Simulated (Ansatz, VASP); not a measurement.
Two plane-wave programs on Zr

The input POSCAR:

```
Zr
1.0
   -1.8158311178      1.8158311178      1.8158311178
    1.8158311178     -1.8158311178      1.8158311178
    1.8158311178      1.8158311178     -1.8158311178
Zr
1
Direct
    0.0000000000      0.0000000000      0.0000000000
```

The input INCAR.step1:

```
  PREC = Accurate
  ENCUT = 520
  ISMEAR = -1
  SIGMA = 0.1
  LREAL = F
  LASPH = T
  NELM = 80
  NBANDS = 12
  GGA = PE
  ALGO = Normal
  EDIFF = 1E-4
  LWAVE = T
  LCHARG = F
```

Contents of INCAR.step2:

```
  PREC = Accurate
  ENCUT = 520
  EDIFF = 1E-6
  ISMEAR = -1
  SIGMA = 0.1
  LREAL = F
  LASPH = T
  NELM = 80
  ALGO = Normal
  ISIF = 2
  LWAVE = F
  LCHARG = F
  METAGGA = R2SCAN
  LMIXTAU = T
  NBANDS = 12
  ISTART = 1
```

Contents of KPOINTS:

```
Automatic mesh
0
Gamma
  14 14 14
```

Input for Ansatz:

```yaml
crystal:
  lattice:
    - [-1.8158311178, 1.8158311178, 1.8158311178]
    - [1.8158311178, -1.8158311178, 1.8158311178]
    - [1.8158311178, 1.8158311178, -1.8158311178]
  atoms:
    - { symbol: Zr, position: [0.0, 0.0, 0.0] }
hamiltonian:
  xc: r2scan
  pseudopotentials:
    kind: paw
    azcp:
      Zr: "pseudopotentials/Zr.paw.azcp"
basis:
  ecutwfc: 500
  fft_grid_basis: typed
kpoints:
  mp_grid: { grid: [14, 14, 14], shift: [0, 0, 0] }
magnetization:
  spin_polarized: false
scf:
  occupations: { method: fermi_dirac, width: 0.1 }
  lower_state_search: "off"
output:
  stress: true
```

Alike in both runs: task single point; functional r2SCAN; k mesh 14 × 14 × 14; occupations fermi-dirac, width 0.1 eV; no spin polarisation.

|  | VASP | Ansatz |
| --- | --- | --- |
| version | VASP 6.6.1 | Ansatz 0.2.0 |
| potentials or method | VASP PAW PBE potentials, release 64 (Zr_sv), cutoff 520 eV | plane waves (500 eV) with PAW, scalar-relativistic |
| valence electrons in the cell | 12 | 12 |

```csv
,VASP,Ansatz,Ansatz less VASP
pressure (GPa),-3.2,-3.2,-0.02
```

VASP's potentials were made for PBE, not for r2SCAN.
